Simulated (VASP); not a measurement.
# Ga (C2/c) in VASP: further runs, part 2 of 2

VASP 6.6.1.

## 4. Single point, BLYP

This run uses another cell than the first one, of 21.77 Å³/atom.

INCAR

```
PREC = Accurate
ENCUT = 520
EDIFF = 1E-6
ISMEAR = -1
SIGMA = 0.05
LREAL = F
LASPH = T
NELM = 100
ALGO = Fast
ISIF = 2
LWAVE = F
LCHARG = F
GGA = B5
ALDAX = 1.0
AGGAX = 1.0
AGGAC = 1.0
ALDAC = 0.0
NBANDS = 20
```

KPOINTS

```
Automatic mesh
0
Gamma
  10 10 8
```

POSCAR

```
Ga
1.0
    1.5303436425     -4.2146322175      0.0288571397
    1.5303436425      4.2146322175      0.0288571397
   -0.0604792394      0.0000000000      3.3742891394
Ga
2
Direct
    0.1360796941      0.8639203059      0.7500000000
    0.8639203059      0.1360796941      0.2500000000
```

Potentials or basis: VASP PAW PBE potentials, release 64 (Ga_d).

The run is started by

```bash
> cat potpaw_PBE.64/Ga_d/POTCAR > POTCAR
> mpirun -np 1 vasp_std > vasp.out
```

OUTCAR:

```text
PREC = Accurate
   ENCUT = 520
   EDIFF = 1E-6
   ISMEAR = -1
   LREAL = F
   LASPH = T
   NELM = 100
   ISIF = 2
   GGA = B5

 ion  position               nearest neighbor table
   1  0.136  0.864  0.750-   2 2.85   2 2.85
   2  0.864  0.136  0.250-   1 2.85   1 2.85

  LATTYP: Found a base centered monoclinic cell.
 ALAT       =     3.0612313853
 B/A-ratio  =     2.7535535129
 C/A-ratio  =     1.1024423418
 COS(beta)  =    -0.0009327749

  Lattice vectors:

 A1 = (  -1.5303436425,   4.2146322175,  -0.0288571397)
 A2 = (  -1.5303436425,  -4.2146322175,  -0.0288571397)
 A3 = (  -0.0604792394,   0.0000000000,   3.3742891394)

Analysis of symmetry for initial positions (statically):
=====================================================================
 Subroutine PRICEL returns:
 Original cell was already a primitive cell.

 Routine SETGRP: Setting up the symmetry group for a
 base centered monoclinic supercell.

 Subroutine GETGRP returns: Found  4 space group operations
 (whereof  2 operations were pure point group operations)
 out of a pool of  4 trial point group operations.

The static configuration has the point symmetry S_2 .
 The point group associated with its full space group is C_2h.

Analysis of symmetry for dynamics (positions and initial velocities):
=====================================================================
 Subroutine PRICEL returns:
 Original cell was already a primitive cell.

 Routine SETGRP: Setting up the symmetry group for a
 base centered monoclinic supercell.

 Subroutine GETGRP returns: Found  4 space group operations
 (whereof  2 operations were pure point group operations)
 out of a pool of  4 trial point group operations.

The dynamic configuration has the point symmetry S_2 .
 The point group associated with its full space group is C_2h.

 Subroutine INISYM returns: Found  4 space group operations
[... 106 lines left out ...]
   TEBEG  =    0.0;   TEEND  =   0.0 temperature during run
   PSTRESS=    0.0 pullay stress
   NELECT =      26.0000    total number of electrons
   NUPDOWN=      -1.0000    fix difference up-down
   EMIN   =  10.00;   EMAX   =-10.00  energy-range for DOS
   EFERMI =   0.00;   METHOD = LEGACY
   ISMEAR =    -1;   SIGMA  =   0.05  broadening in eV -4-tet -1-fermi 0-gaus
   EFERMI_NEDOS =   21; number of points for ismear=-14 and -15
   IALGO  =     68    algorithm
   IMIX   =      4    mixing-type and parameters
     AMIX     =   0.40;   BMIX     =  1.00
     AMIX_MAG =   1.60;   BMIX_MAG =  1.00
  volume/ion in A,a.u.               =      21.77       146.92
  Fermi-wavevector in a.u.,A,eV,Ry     =   1.378574  2.605127 25.857409  1.900466
  Thomas-Fermi vector in A             =   2.503623
   LORBIT       =      0    0 simple, 1 ext, 2 COOP (PROOUT), +10 PAW based schemes
   GGA     = B5    functional components
   LHFCALC =     F    Hartree Fock is set to
   AEXX    =    0.0000 exact exchange contribution
   IVDW    =     0    specifies the selected vdW correction
   LEPSILON=     F    determine dielectric tensor
   LRPA    =     F    only Hartree local field effects (RPA)
 non-spin polarized calculation
 RMM-DIIS sequential band-by-band and
  energy-cutoff  :      520.00
  volume of cell :       43.54
 maximum number of plane-waves:      1191
 NGX is ok and might be reduce to    36
   NGX = 17   NGY = 17   NGZ = 13

 number of electron      26.0000013 magnetization

 Free energy of the ion-electron system (eV)
  ---------------------------------------------------
  ext. energy  EPLUGINS =         0.00000000
  ---------------------------------------------------
  free energy    TOTEN  =        -4.30474311 eV

  energy without entropy =       -4.29935290  energy(sigma->0) =       -4.30204800

 E-fermi :   4.7176     XC(G=0):  -9.6973

 val. band max:        4.7161447476   @ k =  -0.2000   0.1000   0.5000
 cond. band min:       4.7184893185   @ k =  -0.2000   0.1000   0.5000
 fundamental gap:      0.0023445709
 Fermi energy:         4.7176407684

 k-point     1 :       0.0000    0.0000    0.0000
  band No.  band energies     occupation
      1     -10.3356      2.00000
      2     -10.3336      2.00000
      3     -10.2718      2.00000
      4     -10.2666      2.00000
      5     -10.1504      2.00000
      6     -10.1482      2.00000
[... 541 lines left out ...]
     19      13.9512      0.00000
     20      16.0718      0.00000

 [... further k-points ...]
[... 5 lines left out ...]
  --------------------------------------------------------------------------------------
  -------------------------------------------------------------------------------------
  Total        0.0399272      0.0407327      0.0409833      0.0000000      0.0000000     -0.0026655
  in kB        1.4691685      1.4988068      1.5080286      0.0000000      0.0000000     -0.0980803
  external PRESSURE =       1.4920013 kB  Pullay stress =       0.0000000 kB

 VOLUME and BASIS-vectors are now :
 -----------------------------------------------------------------------------
  energy-cutoff  :      520.00
  volume of cell :       43.54
      direct lattice vectors                 reciprocal lattice vectors
     1.530343643 -4.214632218  0.028857140     0.326613614 -0.118634314  0.005854075
     1.530343643  4.214632218  0.028857140     0.326613614  0.118634314  0.005854075
    -0.060479239  0.000000000  3.374289139    -0.005586442  0.000000000  0.296258588

 POSITION                                       TOTAL-FORCE (eV/Angst)
 -----------------------------------------------------------------------------------
      1.48498      3.06758      2.55957         0.000000     -0.002488      0.000000
      1.51522     -3.06758      0.87243        -0.000000      0.002488     -0.000000
 -----------------------------------------------------------------------------------
    total drift:                               -0.000000     -0.000000     -0.000000

  FREE ENERGIE OF THE ION-ELECTRON SYSTEM (eV)
  ---------------------------------------------------
  free  energy   TOTEN  =        -4.3047431080 eV

  energy  without entropy=       -4.2993528973  energy(sigma->0) =       -4.30204800
```

Run time: 5.5 min. Hardware: 1 thread of Intel Xeon 8259CL, shared host; peak memory 0.3 GiB.

Results:

| Property | Result |
| --- | --- |
| Free energy | -4.3047 eV |
| Pressure | 0.1 GPa |
| Band gap on the k mesh | zero (bands 13 and 14 overlap by 7.57 eV) |

Forces in eV/Å, atoms in the order of the input:
```
Ga   0.000 -0.002  0.000
Ga   0.000  0.002  0.000
```

Caveat: the PAW data sets were made with another functional, which shifts forces and pressure a little.

## 5. Single point, r2SCAN

This run uses another cell than the first one, of 18.54 Å³/atom.

POSCAR

```
Ga
1.0
    1.3830000000     -4.0265000000      0.0000000000
    1.3830000000      4.0265000000      0.0000000000
   -0.1174474948      0.0000000000      3.3299294416
Ga
2
Direct
    0.1310000000      0.8690000000      0.7500000000
    0.8690000000      0.1310000000      0.2500000000
```

INCAR.step1

```
SYSTEM = Ga
  PREC = Accurate
  ENCUT = 520
  ISMEAR = -1
  SIGMA = 0.05
  LREAL = .False.
  LASPH = .True.
  NELM = 60
  NBANDS = 20
  GGA = PE
  ALGO = Normal
  EDIFF = 1E-4
  LWAVE = .True.
  LCHARG = .False.
```

INCAR.step2

```
SYSTEM = Ga
  PREC = Accurate
  ENCUT = 520
  EDIFF = 1E-7
  ISMEAR = -1
  SIGMA = 0.05
  LREAL = .False.
  LASPH = .True.
  NELM = 60
  ALGO = Normal
  ISIF = 2
  LWAVE = .False.
  LCHARG = .False.
  METAGGA = R2SCAN
  LMIXTAU = .True.
  NBANDS = 20
  ISTART = 1
```

KPOINTS

```
regular mesh
0
Gamma
  10 10 8
  0 0 0
```

Potentials or basis: VASP PAW PBE potentials, release 64 (Ga_d).

The run is started by

```bash
> cat potpaw_PBE.64/Ga_d/POTCAR > POTCAR
> cp INCAR.step1 INCAR
> mpirun -np 1 vasp_std > vasp.out
> cp INCAR.step2 INCAR
> mpirun -np 1 vasp_std > vasp.out
```

OUTCAR:

```text
SYSTEM = Ga
   PREC = Accurate
   ENCUT = 520
   EDIFF = 1E-7
   ISMEAR = -1
   LREAL = .False.
   LASPH = .True.
   NELM = 60
   ISIF = 2
   METAGGA = R2SCAN
   ISTART = 1

 ion  position               nearest neighbor table
   1  0.131  0.869  0.750-   2 2.69   2 2.69   2 2.86   2 2.86   2 2.92   2 2.92
   2  0.869  0.131  0.250-   1 2.69   1 2.69   1 2.86   1 2.86   1 2.92   1 2.92

  LATTYP: Found a base centered monoclinic cell.
 ALAT       =     2.7660000000
 B/A-ratio  =     2.9114244396
 C/A-ratio  =     1.2046276211
 COS(beta)  =    -0.0352483478

  Lattice vectors:

 A1 = (   1.3830000000,  -4.0265000000,   0.0000000000)
 A2 = (   1.3830000000,   4.0265000000,   0.0000000000)
 A3 = (  -0.1174474948,   0.0000000000,   3.3299294416)

Analysis of symmetry for initial positions (statically):
=====================================================================
 Subroutine PRICEL returns:
 Original cell was already a primitive cell.

 Routine SETGRP: Setting up the symmetry group for a
 base centered monoclinic supercell.

 Subroutine GETGRP returns: Found  4 space group operations
 (whereof  2 operations were pure point group operations)
[... 156 lines left out ...]

 Free energy of the ion-electron system (eV)
  ---------------------------------------------------
  ext. energy  EPLUGINS =         0.00000000
  ---------------------------------------------------
  free energy    TOTEN  =       -22.71902769 eV

  energy without entropy =      -22.71420164  energy(sigma->0) =      -22.71661467

 E-fermi :   5.5414     XC(G=0): -12.1501

 val. band max:        5.5286959609   @ k =   0.3000   0.1000   0.2500
 cond. band min:       5.5649486152   @ k =   0.0000   0.0000   0.3750
 fundamental gap:      0.0362526543
 Fermi energy:         5.5414457172

 k-point     1 :       0.0000    0.0000    0.0000
  band No.  band energies     occupation
      1     -10.1514      2.00000
      2     -10.1443      2.00000
      3     -10.1036      2.00000
      4     -10.0774      2.00000
      5      -9.7923      2.00000
      6      -9.7873      2.00000
[... 541 lines left out ...]
     19      15.7497      0.00000
     20      18.0412      0.00000

 [... further k-points ...]
[... 5 lines left out ...]
  --------------------------------------------------------------------------------------
  -------------------------------------------------------------------------------------
  Total       -0.1440045     -0.3459455     -0.4579733      0.0000000      0.0000000      0.1449597
  in kB       -6.2211673    -14.9452573    -19.7849916      0.0000000      0.0000000      6.2624306
  external PRESSURE =     -13.6504721 kB  Pullay stress =       0.0000000 kB

 VOLUME and BASIS-vectors are now :
 -----------------------------------------------------------------------------
  energy-cutoff  :      520.00
  volume of cell :       37.09
      direct lattice vectors                 reciprocal lattice vectors
     1.383000000 -4.026500000  0.000000000     0.361532899 -0.124177325  0.012751361
     1.383000000  4.026500000  0.000000000     0.361532899  0.124177325  0.012751361
    -0.117447495  0.000000000  3.329929442     0.000000000  0.000000000  0.300306663

 POSITION                                       TOTAL-FORCE (eV/Angst)
 -----------------------------------------------------------------------------------
      1.29491      2.97156      2.49745         0.000000     -0.208892     -0.000000
      1.35364     -2.97156      0.83248        -0.000000      0.208892      0.000000
 -----------------------------------------------------------------------------------
    total drift:                                0.000000      0.000000     -0.000000

  FREE ENERGIE OF THE ION-ELECTRON SYSTEM (eV)
  ---------------------------------------------------
  free  energy   TOTEN  =       -22.7190276919 eV

  energy  without entropy=      -22.7142016439  energy(sigma->0) =      -22.71661467
```

OUTCAR.step1:

```text
SYSTEM = Ga
   PREC = Accurate
   ENCUT = 520
   ISMEAR = -1
   LREAL = .False.
   LASPH = .True.
[... 777 lines left out ...]
      1.29491      2.97156      2.49745        -0.000000     -0.204524     -0.000000
      1.35364     -2.97156      0.83248         0.000000      0.204524      0.000000
 -----------------------------------------------------------------------------------
    total drift:                                0.000000      0.000000     -0.000000

  FREE ENERGIE OF THE ION-ELECTRON SYSTEM (eV)
  ---------------------------------------------------
  free  energy   TOTEN  =        -5.7726710387 eV

  energy  without entropy=       -5.7669230415  energy(sigma->0) =       -5.76979704
```

It took 12 min on 1 thread of Intel Xeon 8259CL, shared host; peak memory 0.27 GiB.

Results:

```yaml
Free_energy: -22.7190 eV
Pressure: -1.4 GPa
Largest_force: 0.209 eV/Å
Band_gap_on_the_k_mesh: zero (bands 13 and 14 overlap by 8.75 eV)
```

Forces on the atoms (eV/Å):
```
Ga   0.000 -0.209  0.000
Ga   0.000  0.209  0.000
```

Stress tensor (GPa, compression positive):
```
-0.62  0.00  0.63
 0.00 -1.49  0.00
 0.63  0.00 -1.98
```

Caveat: the PAW data sets were made with another functional, which shifts forces and pressure a little.

## 6. The runs side by side

| level | potentials or basis | cell | gap on the mesh (eV) | pressure (GPa) | largest force (eV/Å) |
| --- | --- | --- | --- | --- | --- |
| LDA | VASP PAW LDA potentials, release 64 (Ga_d) | a = 4.341, b = 4.341, c = 3.397 Å, angles 90.7, 90.7, 142.1°, 2 atoms, atomic positions A | none | -6.2 | 0.15 |
| PBE | VASP PAW PBE potentials, release 64 (Ga_d) | a = 4.257, b = 4.257, c = 3.332 Å, angles 90.7, 90.7, 142.1°, 2 atoms, atomic positions A | none | 1.6 | 0.20 |
| BLYP | VASP PAW PBE potentials, release 64 (Ga_d) | a = 4.484, b = 4.484, c = 3.375 Å, angles 90.0, 90.0, 140.1°, 2 atoms, atomic positions B | none | 0.1 | - |
| r2SCAN | VASP PAW PBE potentials, release 64 (Ga_d) | a = 4.257, b = 4.257, c = 3.332 Å, angles 90.7, 90.7, 142.1°, 2 atoms, atomic positions A | none | -1.4 | 0.21 |

Alike in all rows: task single point; no spin polarisation; k mesh 10 × 10 × 8; cutoff (eV) 520; smearing fermi-dirac 0.05 eV.

Caveats: the PAW data sets were made with another functional, which shifts forces and pressure a little (at least some runs); the cell stands under tension (at least some runs).

Total energies depend on the potentials used, so only differences within one code and one set of settings carry meaning.

The gap in the log of VASP goes by the Fermi energy; the results here count the filled bands.